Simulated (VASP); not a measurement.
**Ag: single point with BLYP**

Crystal: Ag.

```
Ag
1.0
     2.82097    0.00000    0.00000
     0.00000    2.82097    0.00000
     0.00000    0.00000    2.82097
Ag
1
Direct
  0.00000 0.00000 0.00000
```

```
Program             : VASP 6.6.1
Task                : single point
Functional          : BLYP
Potentials or basis : VASP PAW PBE potentials, release 64 (Ag)
Cutoff              : 520 eV
k mesh              : 12 × 12 × 12
Occupations         : fermi-dirac, width 0.1 eV
Spin                : no spin polarisation
```

The pressure is 0.1 GPa.

Levels at points of the mesh, in eV from the Fermi level:
```tsv
k point	band 1	band 2	band 3	band 4	band 5	band 6	band 7	band 8	band 9	band 10
(0.00, 0.00, 0.00)	-5.91	-5.45	-5.45	-2.90	-2.90	-2.90	13.25	13.25	13.25	18.29
(0.50, 0.00, 0.00)	-5.20	-4.91	-3.72	-3.72	-2.83	-0.13	1.25	16.84	17.90	17.90
(0.50, 0.50, 0.00)	-5.36	-4.79	-3.58	-3.58	-2.23	3.76	3.76	6.43	9.48	20.75
(0.50, 0.50, 0.50)	-4.95	-4.95	-4.95	-2.18	-2.18	7.86	7.86	7.86	10.61	13.29
```

It took 10 s on 1 thread of Intel(R) Xeon(R) 6975P-C (Granite Rapids), with other jobs on the host, peak memory 0.15 GiB.

Caveat: the PAW data sets were made with another functional, which shifts forces and pressure a little.
